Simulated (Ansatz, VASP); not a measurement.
**Co: VASP beside Ansatz**

```
CELL_PARAMETERS angstrom
1.34148 -4.34776 0.00000
1.34148 4.34776 0.00000
0.00000 0.00000 3.97634
ATOMIC_POSITIONS crystal
Co 0.13535 0.86465 0.99981
Co 0.63535 0.36465 0.50019
Co 0.86465 0.13535 0.00019
Co 0.36465 0.63535 0.49981
```

Alike in both runs: functional r2SCAN; k mesh 6 × 6 × 6; occupations gaussian, width 0.1 eV; collinear spin.

Ansatz relaxed the structure, and its values are those at the end. VASP's run is a single point on that final structure, the one shown.

```csv
,VASP,Ansatz
version,VASP 6.6.1,Ansatz 0.2.0
potentials or method,"VASP PAW PBE potentials, release 64 (Co), cutoff 520 eV","scalar-relativistic, plane waves, PAW"
valence electrons in the cell,36,68
```

|  | VASP | Ansatz | Ansatz less VASP |
| --- | --- | --- | --- |
| gap on the k mesh at the Fermi level (eV) | none | none | - |
| pressure (GPa) | -0.5 | -0.2 | +0.28 |
| rms of the force components (eV/Å) | 0.011 | 0.013 | +0.0020 |
| net moment per atom (μB) | 1.92 | 1.94 | +0.018 |
| size of the moment on the site where the two differ most (μB) | 1.98 | 2.04 | +0.067 |

VASP's potentials were made for PBE, not for r2SCAN. Site moments also hang on the region over which each program counts them. A gap of «none» marks a metal or a gap that the smearing closes. VASP's potentials hold 36 valence electrons a cell and Ansatz's 68, so a difference there can come from the potentials and not from the codes.

The k mesh is coarse, so the values compare programs but aren't converged.
